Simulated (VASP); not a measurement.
MgS:

```
CELL_PARAMETERS angstrom
4.08772 0.00000 0.00000
-2.04386 3.54007 0.00000
0.00000 0.00000 6.51694
ATOMIC_POSITIONS crystal
S 0.66667 0.33333 0.87924
S 0.33333 0.66667 0.37924
Mg 0.33333 0.66667 0.99575
Mg 0.66667 0.33333 0.49575
```

Base run:

```yaml
Program: VASP 6.6.1
Functional: r2SCAN
Potentials_or_basis: VASP PAW PBE potentials, release 64 (S, Mg)
Cutoff: 520 eV
k_mesh: 8 × 8 × 4
Occupations: fermi-dirac, width 0.05 eV
Spin: no spin polarisation
```

Its results: band gap on the k mesh 3.90 eV; pressure -2.4 GPa; largest force 0.059 eV/Å.

**Question.** The run is repeated on the same cell with these changes: functional from r2SCAN to PBEsol. What comes out?

**Answer.** Band gap on the k mesh 3.08 eV; pressure -2.5 GPa; largest force 0.049 eV/Å.

Caveats: the PAW data sets were made with another functional, which shifts forces and pressure a little.

